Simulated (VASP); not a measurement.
# SnO in VASP: notebook

Runs on SnO. Level: PBE+D3(BJ). Tasks: single point.

Everything below comes from runs of VASP 6.6.1. Logs are shortened: lines on timing, memory, paths and dates and some standing lists are left out, and cuts for length are marked.

### Step 1. The cell of the first run

The cell holds a slab with vacuum, 8 atoms: a = 3.820 Å, b = 3.820 Å, c = 22.226 Å, α = 90.00°, β = 90.00°, γ = 90.00°.

### Step 2. Single point, PBE+D3(BJ) (layers slid over each other)

Input file INCAR:

```
ALGO = Normal ; DIPOL = 0.5 0.5 0.399
EDIFF = 1E-7 ; ENCUT = 520
GGA = PE ; IDIPOL = 3
ISIF = 2 ; ISMEAR = 0
IVDW = 12 ; LASPH = True
LCHARG = False ; LDIPOL = True
LREAL = False ; LWAVE = False
NBANDS = 50 ; NELM = 60
PREC = Accurate ; SIGMA = 0.05
```

Input file KPOINTS:

```
k-points
0
Gamma
  7 7 1
```

Input file POSCAR:

```
SnO
1.0
    3.8201528477      0.0002954339      0.0000000000
   -0.0003145169      3.8201528461      0.0000000000
    0.0000000000      0.0000000000     22.2260749922
Sn O
4 4
Direct
    0.9999452930      0.9999452930      0.2024648977
    0.4999452930      0.4999452930      0.3087831522
    0.6249452930      0.6249452930      0.4887519501
    0.1249452930      0.1249452930      0.5950702046
    0.9999461076      0.4999461076      0.2556240249
    0.4999461076      0.9999461076      0.2556240249
    0.6249461076      0.1249461076      0.5419110773
    0.1249461076      0.6249461076      0.5419110773
```

Potentials or basis: VASP PAW PBE potentials, release 64 (Sn_d, O).

Started as:

```console
> cat potpaw_PBE.64/Sn_d/POTCAR potpaw_PBE.64/O/POTCAR > POTCAR
> mpirun -np 1 vasp_std > vasp.out
```

OUTCAR:

```text
EDIFF = 1E-7
   ENCUT = 520
   GGA = PE
   ISIF = 2
   ISMEAR = 0
   IVDW = 12
   LASPH = True
   LREAL = False
   NELM = 60
   PREC = Accurate
 IVDW          = 12

 ion  position               nearest neighbor table
   1  1.000  1.000  0.202-   5 2.25   6 2.25   5 2.25   6 2.25   2 3.59   2 3.59   2 3.59   2 3.59

   2  0.500  0.500  0.309-   6 2.25   5 2.25   6 2.25   5 2.25   1 3.59   1 3.59   1 3.59   1 3.59

   3  0.625  0.625  0.489-   7 2.25   8 2.25   7 2.25   8 2.25   4 3.59   4 3.59   4 3.59   4 3.59

   4  0.125  0.125  0.595-   8 2.25   7 2.25   8 2.25   7 2.25   3 3.59   3 3.59   3 3.59   3 3.59

   5  1.000  0.500  0.256-   1 2.25   2 2.25   1 2.25   2 2.25
   6  0.500  1.000  0.256-   1 2.25   2 2.25   1 2.25   2 2.25
   7  0.625  0.125  0.542-   3 2.25   4 2.25   3 2.25   4 2.25
   8  0.125  0.625  0.542-   3 2.25   4 2.25   3 2.25   4 2.25

  LATTYP: Found a simple tetragonal cell.
 ALAT       =     3.8201528591
 C/A-ratio  =     5.8181114243

  Lattice vectors:

 A1 = (   3.8201528477,   0.0002954339,   0.0000000000)
 A2 = (  -0.0003145169,   3.8201528461,   0.0000000000)
 A3 = (   0.0000000000,   0.0000000000,  22.2260749922)

Analysis of symmetry for initial positions (statically):
=====================================================================
 Subroutine PRICEL returns:
 Original cell was already a primitive cell.

 Routine SETGRP: Setting up the symmetry group for a
 simple tetragonal supercell.

 Subroutine GETGRP returns: Found  4 space group operations
 (whereof  2 operations were pure point group operations)
 out of a pool of 16 trial point group operations.

The static configuration has the point symmetry C_1h.
 The point group associated with its full space group is C_2h.

Analysis of symmetry for dynamics (positions and initial velocities):
=====================================================================
 Subroutine PRICEL returns:
 Original cell was already a primitive cell.

 Routine SETGRP: Setting up the symmetry group for a
 simple tetragonal supercell.

 Subroutine GETGRP returns: Found  4 space group operations
 (whereof  2 operations were pure point group operations)
 out of a pool of 16 trial point group operations.

The dynamic configuration has the point symmetry C_1h.
 The point group associated with its full space group is C_2h.

 Subroutine INISYM returns: Found  4 space group operations
 (whereof  2 operations are pure point group operations),
 and found     1 'primitive' translations

----------------------------------------------------------------------------------------

                                     Primitive cell

  volume of cell :     324.3577

  direct lattice vectors                    reciprocal lattice vectors
     3.820152848  0.000295434  0.000000000     0.261769629  0.000021552  0.000000000
    -0.000314517  3.820152846  0.000000000    -0.000020244  0.261769629  0.000000000
     0.000000000  0.000000000 22.226074992     0.000000000  0.000000000  0.044992199

  length of vectors
     3.820152859  3.820152859 22.226074992     0.261769630  0.261769630  0.044992199

  position of ions in fractional coordinates (direct lattice)
     0.999945293  0.999945293  0.202464898
     0.499945293  0.499945293  0.308783152
     0.624945293  0.624945293  0.488751950
     0.124945293  0.124945293  0.595070205
     0.999946108  0.499946108  0.255624025
     0.499946108  0.999946108  0.255624025
     0.624946108  0.124946108  0.541911077
     0.124946108  0.624946108  0.541911077

  ion indices of the primitive-cell ions
   primitive index   ion index
                 1           1
                 2           2
                 3           3
                 4           4
                 5           5
                 6           6
                 7           7
                 8           8

----------------------------------------------------------------------------------------

 KPOINTS: k-points

Automatic generation of k-mesh.
 Grid dimensions read from file:
 generate k-points for:    7    7    1

 Generating k-lattice:

  Cartesian coordinates                     Fractional coordinates (reciprocal lattice)
     0.037395661  0.000003079  0.000000000     0.142857143  0.000000000  0.000000000
    -0.000002892  0.037395661  0.000000000     0.000000000  0.142857143  0.000000000
     0.000000000  0.000000000  0.044992199     0.000000000  0.000000000  1.000000000

  Length of vectors
     0.037395661  0.037395661  0.044992199

  Shift w.r.t. Gamma in fractional coordinates (k-lattice)
     0.000000000  0.000000000  0.000000000

 Subroutine IBZKPT returns following result:
 ===========================================

 Found     16 irreducible k-points:

 Following reciprocal coordinates:
            Coordinates               Weight
  0.000000  0.000000  0.000000      1.000000
  0.142857  0.000000  0.000000      4.000000
  0.285714 -0.000000  0.000000      4.000000
  0.428571 -0.000000  0.000000      4.000000
  0.142857  0.142857  0.000000      2.000000
 -0.142857  0.142857  0.000000      2.000000
[... 8 lines left out ...]
  0.428571  0.428571  0.000000      2.000000
 -0.428571  0.428571  0.000000      2.000000
   k-points           NKPTS =     16   k-points in BZ     NKDIM =     16   number of bands    NBANDS=     50
   number of dos      NEDOS =    301   number of ions     NIONS =      8
   total plane-waves  NPLWV = 131712
   dimension x,y,z NGX =    28 NGY =   28 NGZ =  168
   dimension x,y,z NGXF=    56 NGYF=   56 NGZF=  336
   ions per type =               4   4
   NGX,Y,Z   is equivalent  to a cutoff of  12.19, 12.19, 12.57 a.u.
   NGXF,Y,Z  is equivalent  to a cutoff of  24.37, 24.37, 25.13 a.u.
 SYSTEM =  unknown system
   PREC   = accura    normal or accurate (medium, high low for compatibility)
   ISTART =      0    job   : 0-new  1-cont  2-samecut
   ICHARG =      2    charge: 1-file 2-atom 10-const
   ISPIN  =      1    spin polarized calculation?
   LNONCOLLINEAR =      F non collinear calculations
   LSORBIT =      F    spin-orbit coupling
   LASPH  =      T    aspherical Exc in radial PAW
   ENCUT  =  520.0 eV  38.22 Ry    6.18 a.u.   7.10  7.10 41.33*2*pi/ulx,y,z
   NELM   =     60;   NELMIN=  2; NELMDL= -5     # of ELM steps
   EDIFF  = 0.1E-06   stopping-criterion for ELM
   LREAL  =      F    real-space projection
   EDIFFG = 0.1E-05   stopping-criterion for IOM
   NSW    =      0    number of steps for IOM
   IBRION =     -1    ionic relax: 0-MD 1-quasi-New 2-CG
   NFREE  =      0    steps in history (QN), initial steepest desc. (CG)
   ISIF   =      2    stress and relaxation
   ISYM   =      2    0-nonsym 1-usesym 2-fastsym
   POTIM  = 0.5000    time-step for ionic-motion
   TEBEG  =    0.0;   TEEND  =   0.0 temperature during run
   PSTRESS=    0.0 pullay stress
   NELECT =      80.0000    total number of electrons
   NUPDOWN=      -1.0000    fix difference up-down
   EMIN   =  10.00;   EMAX   =-10.00  energy-range for DOS
   EFERMI =   0.00;   METHOD = LEGACY
   ISMEAR =     0;   SIGMA  =   0.05  broadening in eV -4-tet -1-fermi 0-gaus
   EFERMI_NEDOS =   21; number of points for ismear=-14 and -15
   IALGO  =     38    algorithm
   IMIX   =      4    mixing-type and parameters
     AMIX     =   0.40;   BMIX     =  1.00
     AMIX_MAG =   1.60;   BMIX_MAG =  1.00
  volume/ion in A,a.u.               =      40.54       273.61
  Fermi-wavevector in a.u.,A,eV,Ry     =   1.026668  1.940121 14.341186  1.054047
  Thomas-Fermi vector in A             =   2.160573
   LORBIT       =      0    0 simple, 1 ext, 2 COOP (PROOUT), +10 PAW based schemes
   GGA     = PE    functional components
   LHFCALC =     F    Hartree Fock is set to
   AEXX    =    0.0000 exact exchange contribution
   IVDW    =    12    specifies the selected vdW correction
   LEPSILON=     F    determine dielectric tensor
   LRPA    =     F    only Hartree local field effects (RPA)
 non-spin polarized calculation
 Gauss-broadening in eV      SIGMA  =   0.05
  energy-cutoff  :      520.00
  volume of cell :      324.36
 maximum number of plane-waves:      8769
   NGX = 15   NGY = 15   NGZ = 83

 dipolmoment           0.000000      0.000000     -0.000002 electrons x Angstroem

 number of electron      79.9999971 magnetization

 dipolmoment           0.000000      0.000000      0.000000 electrons x Angstroem

 Free energy of the ion-electron system (eV)
  ---------------------------------------------------
  ext. energy  EPLUGINS =         0.00000000
  ---------------------------------------------------
  free energy    TOTEN  =       -45.10182069 eV

  energy without entropy =      -45.10182069  energy(sigma->0) =      -45.10182069

 E-fermi :   0.1666     XC(G=0):  -5.2870

 val. band max:       -0.1112759032   @ k =  -0.1429   0.1429   0.0000
 cond. band min:       2.1834926041   @ k =   0.4286  -0.0000   0.0000
 fundamental gap:      2.2947685073
 Fermi energy:         0.1666461814

 k-point     1 :       0.0000    0.0000    0.0000
  band No.  band energies     occupation
      1     -21.0397      2.00000
      2     -21.0395      2.00000
      3     -20.6792      2.00000
      4     -20.6791      2.00000
      5     -20.6430      2.00000
      6     -20.6427      2.00000
[... 42 lines left out ...]
     49       5.2181      0.00000
     50       5.2254      0.00000

 k-point     2 :       0.1429    0.0000    0.0000
  band No.  band energies     occupation
      1     -21.0308      2.00000
      2     -21.0306      2.00000
      3     -20.6800      2.00000
      4     -20.6797      2.00000
      5     -20.6445      2.00000
      6     -20.6437      2.00000
[... 734 lines left out ...]
 k-point    16 :      -0.4286    0.4286    0.0000
  band No.  band energies     occupation
      1     -20.9814      2.00000
      2     -20.9808      2.00000
      3     -20.9678      2.00000
      4     -20.9668      2.00000
      5     -20.6460      2.00000
      6     -20.6458      2.00000
[... 42 lines left out ...]
     49       5.8713      0.00000
     50       6.2011      0.00000

------------------------ aborting loop because EDIFF is reached ----------------------------------------

 vacuum level on the upper side and lower side of the slab       (xc-potential included)        -0.133        -0.133

 Edisp (eV)   -1.25394

 E8    (eV) :    -0.5541

  FORCE on cell =-STRESS in cart. coord.  units (eV):
  Direction    XX          YY          ZZ          XY          YZ          ZX
  --------------------------------------------------------------------------------------
  -------------------------------------------------------------------------------------
  Total       0.32303     0.32304     0.67470     0.02466     0.28814     0.28810
  in kB       1.59564     1.59568     3.33269     0.12180     1.42329     1.42306
  external pressure =        2.17 kB  Pullay stress =        0.00 kB

 VOLUME and BASIS-vectors are now :
 -----------------------------------------------------------------------------
  energy-cutoff  :      520.00
  volume of cell :      324.36
      direct lattice vectors                 reciprocal lattice vectors
     3.820152848  0.000295434  0.000000000     0.261769629  0.000021552  0.000000000
    -0.000314517  3.820152846  0.000000000    -0.000020244  0.261769629  0.000000000
     0.000000000  0.000000000 22.226074992     0.000000000  0.000000000  0.044992199

 POSITION                                       TOTAL-FORCE (eV/Angst)
 -----------------------------------------------------------------------------------
      3.81963      3.82024      4.50000        -0.005382     -0.005383     -0.082200
      1.90971      1.91002      6.86304        -0.033779     -0.033785     -0.018632
      2.38719      2.38757     10.86304         0.033779      0.033785      0.018632
      0.47727      0.47735     13.22607         0.005382      0.005383      0.082200
      3.81979      1.91017      5.68152        -0.027442      0.010801     -0.002859
      1.90956      3.82009      5.68152         0.010806     -0.027440     -0.002859
      2.38735      0.47750     12.04456        -0.010806      0.027440      0.002859
      0.47712      2.38743     12.04456         0.027442     -0.010801      0.002859
 -----------------------------------------------------------------------------------
    total drift:                               -0.013938     -0.013940      0.000010

  FREE ENERGIE OF THE ION-ELECTRON SYSTEM (eV)
  ---------------------------------------------------
  free  energy   TOTEN  =       -46.3557598888 eV

  energy  without entropy=      -46.3557598888  energy(sigma->0) =      -46.35575989

 vacuum level on the upper side and lower side of the slab         4.835         4.835
```

Wall time 14 min (1 thread of Intel Xeon 8259CL, shared host); peak memory 0.46 GiB.

What came out:

```
Free energy                : -46.3558 eV
Largest force              : 0.083 eV/Å
Band gap on the k mesh     : 2.29 eV (least direct gap 2.50 eV)
Dispersion energy per atom : -0.157 eV
```

Forces on the atoms (eV/Å):
```
Sn  -0.005 -0.005 -0.082
Sn  -0.034 -0.034 -0.019
Sn   0.034  0.034  0.019
Sn   0.005  0.005  0.082
O   -0.027  0.011 -0.003
O    0.011 -0.027 -0.003
O   -0.011  0.027  0.003
O    0.027 -0.011  0.003
```

Caveat: the cell differs from its parent crystal (layers slid over each other); spin-orbit coupling is left out, which moves the levels of the heavy elements.

### Step 3. Single point, PBE+D3(BJ) (layers slid over each other)

Input file INCAR:

```
SYSTEM = SnO
ALGO = Normal ; DIPOL = 0.5 0.5 0.399
EDIFF = 1E-7 ; ENCUT = 520
GGA = PE ; IDIPOL = 3
ISIF = 2 ; ISMEAR = 0
IVDW = 12 ; LASPH = .True.
LCHARG = .True. ; LDIPOL = .True.
LELF = .True. ; LREAL = .False.
LVACPOTAV = .True. ; LVHAR = .True.
LWAVE = .False. ; NBANDS = 50
NELM = 100 ; PREC = Accurate
SIGMA = 0.05
```

Input file KPOINTS:

```
k-points
0
Gamma
  7 7 1
  0 0 0
```

Input file POSCAR:

```
SnO
1.0
    3.8201528477      0.0002954339      0.0000000000
   -0.0003145169      3.8201528461      0.0000000000
    0.0000000000      0.0000000000     22.2260749922
Sn O
4 4
Direct
    0.9999452930      0.9999452930      0.2024648977
    0.4999452930      0.4999452930      0.3087831522
    0.8749452930      0.8749452930      0.4887519501
    0.3749452930      0.3749452930      0.5950702046
    0.9999461076      0.4999461076      0.2556240249
    0.4999461076      0.9999461076      0.2556240249
    0.8749461076      0.3749461076      0.5419110773
    0.3749461076      0.8749461076      0.5419110773
```

Potentials or basis: VASP PAW PBE potentials, release 64 (Sn_d, O).

Started as:

```console
> cat potpaw_PBE.64/Sn_d/POTCAR potpaw_PBE.64/O/POTCAR > POTCAR
> mpirun -np 1 vasp_std > vasp.out
```

OUTCAR:

```text
SYSTEM = SnO
   EDIFF = 1E-7
   ENCUT = 520
   GGA = PE
   ISIF = 2
   ISMEAR = 0
   IVDW = 12
   LASPH = .True.
   LREAL = .False.
   NELM = 100
   PREC = Accurate
 IVDW          = 12

 ion  position               nearest neighbor table
   1  1.000  1.000  0.202-   5 2.25   6 2.25   5 2.25   6 2.25   2 3.59   2 3.59   2 3.59   2 3.59

   2  0.500  0.500  0.309-   6 2.25   5 2.25   6 2.25   5 2.25   1 3.59   1 3.59   1 3.59   1 3.59

   3  0.875  0.875  0.489-   7 2.25   8 2.25   7 2.25   8 2.25   4 3.59   4 3.59   4 3.59   4 3.59

   4  0.375  0.375  0.595-   8 2.25   7 2.25   8 2.25   7 2.25   3 3.59   3 3.59   3 3.59   3 3.59

[... 1064 lines left out ...]
  in kB       0.71026     0.71029    -1.85786     0.09927     0.71967     0.71955
  external pressure =       -0.15 kB  Pullay stress =        0.00 kB

 VOLUME and BASIS-vectors are now :
 -----------------------------------------------------------------------------
  energy-cutoff  :      520.00
  volume of cell :      324.36
      direct lattice vectors                 reciprocal lattice vectors
     3.820152848  0.000295434  0.000000000     0.261769629  0.000021552  0.000000000
    -0.000314517  3.820152846  0.000000000    -0.000020244  0.261769629  0.000000000
     0.000000000  0.000000000 22.226074992     0.000000000  0.000000000  0.044992199

 POSITION                                       TOTAL-FORCE (eV/Angst)
 -----------------------------------------------------------------------------------
      3.81963      3.82024      4.50000        -0.002932     -0.002933     -0.075634
      1.90971      1.91002      6.86304        -0.012916     -0.012918      0.175305
      3.34215      3.34268     10.86304         0.012916      0.012918     -0.175305
      1.43223      1.43246     13.22607         0.002932      0.002933      0.075634
      3.81979      1.91017      5.68152        -0.016589      0.005833      0.014239
      1.90956      3.82009      5.68152         0.005835     -0.016588      0.014239
      3.34231      1.43261     12.04456        -0.005835      0.016588     -0.014239
      1.43208      3.34254     12.04456         0.016589     -0.005833     -0.014239
 -----------------------------------------------------------------------------------
    total drift:                               -0.013937     -0.013939      0.000010

  FREE ENERGIE OF THE ION-ELECTRON SYSTEM (eV)
  ---------------------------------------------------
  free  energy   TOTEN  =       -46.4534151773 eV

  energy  without entropy=      -46.4534151773  energy(sigma->0) =      -46.45341518

 vacuum level on the upper side and lower side of the slab         4.921         4.921
```

OSZICAR:

```text
N       E                     dE             d eps       ncg     rms          rms(c)
DAV:   1     0.954832606626E+03    0.95483E+03   -0.37973E+04  1696   0.180E+03
DAV:   2     0.138178308759E+03   -0.81665E+03   -0.78695E+03  1768   0.496E+02
DAV:   3    -0.392201449996E+02   -0.17740E+03   -0.17207E+03  2006   0.221E+02
[... 16 lines left out ...]
DAV:  20    -0.451964334728E+02   -0.46526E-05   -0.12928E-06  2228   0.126E-02    0.288E-03
DAV:  21    -0.451964386704E+02   -0.51975E-05   -0.50308E-07  1400   0.612E-03    0.128E-03
DAV:  22    -0.451964397177E+02   -0.10473E-05   -0.16831E-07  1410   0.191E-03    0.281E-04
DAV:  23    -0.451964399016E+02   -0.18397E-06   -0.45140E-08  1124   0.186E-03    0.359E-04
DAV:  24    -0.451964399897E+02   -0.88039E-07   -0.20429E-08  1160   0.115E-03
   1 F= -.46453415E+02 E0= -.46453415E+02  d E =-.933654E-19
```

stdout:

```text
POSCAR found type information on POSCAR SnO
 POSCAR found :  2 types and       8 ions
 scaLAPACK will be used
 LDA part: xc-table for (Slater+PW92), standard interpolation
 POSCAR, INCAR and KPOINTS ok, starting setup
 FFT: planning ... GRIDC
 FFT: planning ... GRID_SOFT
 FFT: planning ... GRID
 WAVECAR not read
 entering main loop
 -----------------------------------------------------------------------------
|                                                                             |
|           W    W    AA    RRRRR   N    N  II  N    N   GGGG   !!!           |
|           W    W   A  A   R    R  NN   N  II  NN   N  G    G  !!!           |
|           W    W  A    A  R    R  N N  N  II  N N  N  G       !!!           |
|           W WW W  AAAAAA  RRRRR   N  N N  II  N  N N  G  GGG   !            |
|           WW  WW  A    A  R   R   N   NN  II  N   NN  G    G                |
|           W    W  A    A  R    R  N    N  II  N    N   GGGG   !!!           |
|                                                                             |
|     Did not find any points to average over, which means that no vacuum     |
|     field-free region was found. Please increase the size of  your cell     |
|     in the dimension of the dipole correction to obtain accurate            |
|     workfunction values.                                                    |
|                                                                             |
 -----------------------------------------------------------------------------
```

Run time: 14 min. Hardware: 1 thread of Intel Xeon 8259CL, shared host; peak memory 0.45 GiB.

What came out:

```
Free energy                : -46.4534 eV
Largest force              : 0.176 eV/Å
Band gap on the k mesh     : 2.53 eV (least direct gap 2.54 eV)
Dispersion energy per atom : -0.157 eV
```

Forces in eV/Å, atoms in the order of the input:
```
Sn  -0.003 -0.003 -0.076
Sn  -0.013 -0.013  0.175
Sn   0.013  0.013 -0.175
Sn   0.003  0.003  0.076
O   -0.017  0.006  0.014
O    0.006 -0.017  0.014
O   -0.006  0.017 -0.014
O    0.017 -0.006 -0.014
```

Caveat: the cell differs from its parent crystal (layers slid over each other); spin-orbit coupling is left out, which moves the levels of the heavy elements.
